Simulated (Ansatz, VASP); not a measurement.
Two plane-wave programs on GaSb

The input INCAR:

```
  PREC = Accurate
  ENCUT = 520
  EDIFF = 1E-6
  ISMEAR = 0
  SIGMA = 0.1
  LREAL = False
  LASPH = True
  NELM = 60
  ALGO = Normal
  ISIF = 2
  LWAVE = False
  LCHARG = True
  GGA = PE
  LELF = True
  LVHAR = True
  NBANDS = 46
```

Contents of KPOINTS:

```
regular mesh
0
Gamma
  2 4 4
```

File POSCAR:

```
GaSb
1.0
    8.3702191800      0.0000000000      0.0000000000
    0.0000000000      4.7658934400      0.0000000000
    0.0000000000      0.0000000000      4.5126550400
Ga Sb
4 4
Direct
    0.7500000000      0.0000000000      0.3554073800
    0.0000000000      0.5000000000      0.0000000000
    0.2500000000      0.0000000000      0.6445926200
    0.5000000000      0.5000000000      0.0000000000
    0.7500000000      0.5000000000      0.6445926200
    0.0000000000      0.0000000000      0.0000000000
    0.2500000000      0.5000000000      0.3554073800
    0.5000000000      0.0000000000      0.0000000000
```

Input for Ansatz:

```yaml
crystal:
  lattice:
    - [8.37021918, 0.0, 0.0]
    - [0.0, 4.76589344, 0.0]
    - [0.0, 0.0, 4.51265504]
  atoms:
    - { symbol: Ga, position: [0.75, 0.0, 0.35540738] }
    - { symbol: Ga, position: [0.0, 0.5, 0.0] }
    - { symbol: Ga, position: [0.25, 0.0, 0.64459262] }
    - { symbol: Ga, position: [0.5, 0.5, 0.0] }
    - { symbol: Sb, position: [0.75, 0.5, 0.64459262] }
    - { symbol: Sb, position: [0.0, 0.0, 0.0] }
    - { symbol: Sb, position: [0.25, 0.5, 0.35540738] }
    - { symbol: Sb, position: [0.5, 0.0, 0.0] }
basis:
  ecutwfc: 420
kpoints:
  mp_grid: { grid: [2, 4, 4] }
hamiltonian:
  xc: pbe
scf:
  occupations: { method: gaussian, width: 0.1 }
  lower_state_search: "off"
output:
  forces: true
  stress: true
  eigenvalues: true
```

Alike in both runs: task single point; functional PBE; k mesh 2 × 4 × 4; occupations gaussian, width 0.1 eV; no spin polarisation.

|  | VASP | Ansatz |
| --- | --- | --- |
| version | VASP 6.6.1 | Ansatz 0.2.0 |
| potentials or method | VASP PAW PBE potentials, release 64 (Ga_d, Sb), cutoff 520 eV | scalar-relativistic, plane waves, PAW |
| valence electrons in the cell | 72 | 112 |

|  | VASP | Ansatz | Ansatz less VASP |
| --- | --- | --- | --- |
| gap on the k mesh at the Fermi level (eV) | none | none | - |
| pressure (GPa) | 16.8 | 16.8 | -0.08 |
| traceless stress, the component that is largest in VASP (GPa) | 15.80 | 15.73 | -0.069 |
| rms of the force components (eV/Å) | 0.478 | 0.474 | -0.0040 |

Atom by atom the forces differ by 0.005 eV/Å (rms over components). A gap of «none» marks a metal or a gap that the smearing closes. With one functional, cell and mesh, what is left measures potentials, basis and numerics. VASP's potentials hold 72 valence electrons a cell and Ansatz's 112, so a difference there can come from the potentials and not from the codes.

The k mesh is coarse, so the values compare programs but aren't converged. Neither program's run includes spin-orbit coupling.
